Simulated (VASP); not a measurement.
## Fe: relaxation of cell and atoms with revPBE

Fe:

```
CELL_PARAMETERS angstrom
2.43416 0.00000 0.00000
-1.21708 2.10804 0.00000
0.00000 0.00000 3.84193
ATOMIC_POSITIONS crystal
Fe 0.66667 0.33333 0.75000
Fe 0.33333 0.66667 0.25000
```

This isn't the form of Fe at room conditions, which is bcc.

- Program: VASP 6.6.1
- Task: relaxation of cell and atoms
- Functional: revPBE
- Potentials or basis: VASP PAW PBE potentials, release 64 (Fe)
- Cutoff: 600 eV
- k mesh: 12 × 12 × 7
- Occupations: fermi-dirac, width 0.05 eV
- Spin: collinear spin, ferromagnetic start
- Starting moments: [3.0, 3.0] μB
- Dipole correction: no
- Further INCAR settings: ALGO = Normal; EDIFF = 1e-06; IBRION = 2; EDIFFG = -0.01; NSW = 60; ISIF = 3

* Relaxed volume: 10.33 Å³/atom
* Relaxed cell: a = 2.469 Å, b = 2.469 Å, c = 3.911 Å, α = 90.00°, β = 90.00°, γ = 120.00°
* Space group after relaxing (to 0.1 Å): P6_3/mmc (No. 194)
* Energy gained by relaxing: 20.2 meV/atom
* Ionic steps: 5
* Pressure after relaxing: 0.0 GPa
* Band gap on the k mesh: zero (filled and empty bands overlap)
* Net moment: 0.00 μB per cell
* Valence electrons inside the program's atomic spheres: Fe 7.47

Step by step:
```csv
step,energy change (eV),largest force (eV/Å),pressure (GPa),volume (Å³)
1,0.0000,0.0000,14.33,19.71
2,0.0609,0.0000,-17.83,22.34
3,-0.0403,0.0000,-0.27,20.68
4,-0.0403,0.0000,0.01,20.66
5,-0.0404,0.0000,0.03,20.66
```

Final structure:
```
CELL_PARAMETERS angstrom
2.46942 0.00000 0.00000
-1.23471 2.13858 0.00000
0.00000 0.00000 3.91134
ATOMIC_POSITIONS crystal
Fe 0.66667 0.33333 0.75000
Fe 0.33333 0.66667 0.25000
```

Levels at points of the mesh, in eV from the Fermi level:
Spin up:
```csv
k point,band 6,band 7,band 8,band 9,band 10,band 11
"(0.00, 0.00, 0.00)",-1.18,-1.18,-0.84,-0.84,0.48,0.68
"(0.50, 0.00, 0.00)",-1.52,-1.07,0.78,1.00,1.03,2.61
```
Spin down:
```
           k point  band 4  band 5  band 6  band 7  band 8  band 9  band 10  band 11  band 12  band 13
(0.00, 0.00, 0.00)   -1.63   -1.52   -1.18   -1.18   -0.84   -0.84     0.48     0.68     0.68     8.60
(0.50, 0.00, 0.00)   -2.04   -1.92   -1.52   -1.07    0.78    1.00     1.03     2.61     4.74    11.11
```

It took 3.2 min on 1 thread of Intel Xeon 8259CL, with other jobs on the host, peak memory 0.18 GiB.

Caveat: the PAW data sets were made with another functional, which shifts forces and pressure a little.
